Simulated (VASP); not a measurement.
Bi, 1 atom in the cell. It takes space group Im-3m (No. 229, cubic). The conventional cell has a = 3.911 Å, b = 3.911 Å, c = 3.911 Å, α = 90.00°, β = 90.00°, γ = 90.00°. Bi (site symmetry m-3m) has 14 Bi at 3.39 to 3.91 Å within 4.5 Å. This isn't the form of Bi at room conditions, which is rhombohedral.

- Program: VASP 6.6.1
- Task: single point
- Functional: PBEsol
- Potentials or basis: VASP PAW PBE potentials, release 64 (Bi_d)
- Cutoff: 500 eV
- k mesh: 16 × 16 × 16
- Occupations: gaussian, width 0.1 eV
- Spin: no spin polarisation
- Dipole correction: no
- Further INCAR settings: ALGO = Normal; EDIFF = 1e-06; NBANDS = 14

Potentials or basis: VASP PAW PBE potentials, release 64 (Bi_d).

The run is started by

```sh
$ cat potpaw_PBE.64/Bi_d/POTCAR > POTCAR
$ mpirun -np 1 vasp_std > vasp.out
```

Hardware: 1 thread of Intel(R) Xeon(R) Platinum 8259CL CPU @ 2.50GHz (Skylake/Cascade Lake) (shared host).

Question: How long does it take, and how much memory?

Answer: It took 39 s on 1 thread of Intel(R) Xeon(R) Platinum 8259CL CPU @ 2.50GHz (Skylake/Cascade Lake), on a shared host, peak memory 0.19 GiB. Counts: scf iterations 10, k points 145.
